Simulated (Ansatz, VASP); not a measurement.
Given: the input of a run of VASP 6.6.1 on Mg.

The input INCAR:

```
SYSTEM = Mg
PREC = Accurate
ENCUT = 520
EDIFF = 1E-6
ISMEAR = -1
SIGMA = 0.02
LREAL = .FALSE.
LASPH = .TRUE.
NELM = 60
ALGO = Normal
ISIF = 2
LWAVE = .FALSE.
LCHARG = .TRUE.
GGA = PE
LELF = .TRUE.
LVHAR = .TRUE.
NBANDS = 9
```

Contents of KPOINTS:

```
Automatic mesh
0
G
  7 7 4
  0 0 0
```

Contents of POSCAR:

```
Mg
1.0
    3.2093000000      0.0000000000      0.0000000000
   -1.6046500000      2.7793353284      0.0000000000
    0.0000000000      0.0000000000      5.2103000000
Mg
2
Direct
    0.6643480000      0.3427560000      0.7515250000
    0.3475810000      0.6782510000      0.2514330000
```

Potentials or basis: VASP PAW PBE potentials, release 64 (Mg).

Command:

```console
$ cat potpaw_PBE.64/Mg/POTCAR > POTCAR
$ mpirun -np 1 vasp_std > vasp.out
```

**Question.** Set up the same calculation for Ansatz 0.2.0. Potentials there: all-electron LAPW, scalar-relativistic.

**Answer.** As run (the cutoff follows the program's own potentials):

File input.yaml:

```yaml
crystal:
  lattice:
    - [3.2093, 0.0, 0.0]
    - [-1.60465, 2.7793353284, 0.0]
    - [0.0, 0.0, 5.2103]
  atoms:
    - { symbol: Mg, position: [0.664348, 0.342756, 0.751525] }
    - { symbol: Mg, position: [0.347581, 0.678251, 0.251433] }
kpoints:
  mp_grid: { grid: [7, 7, 4] }
scf:
  occupations: { method: fermi_dirac, width: 0.02 }
hamiltonian:
  xc: pbe
  pseudopotentials: { kind: all_electron, lapw: { basis_error: 0.002 } }
output:
  forces: true
  stress: true
  eigenvalues: true
```

Potentials or basis: all-electron LAPW, scalar-relativistic.

The run is started by

```bash
$ ansatz run input.yaml --threads 1 --pin off --max-ram 3072MiB --backend cpu --events-out ev --progress --plain --runs-dir out
```

Both were run:

|  | VASP | Ansatz | Ansatz less VASP |
| --- | --- | --- | --- |
| gap on the k mesh at the Fermi level (eV) | none | none | - |
| pressure (GPa) | -0.4 | -0.3 | +0.11 |
| traceless stress, the component that is largest in VASP (GPa) | 2.07 | 2.07 | -0.002 |
| rms of the force components (eV/Å) | 0.017 | 0.017 | 0.0000 |

Atom by atom the forces differ by 0.000 eV/Å (rms over components). A gap of «none» marks a metal or a gap that the smearing closes. Ansatz ran all-electron here, and VASP with PAW potentials.

Noted on Ansatz's run: the k mesh is thin for a metal, which can move the energy by tens of meV per atom.
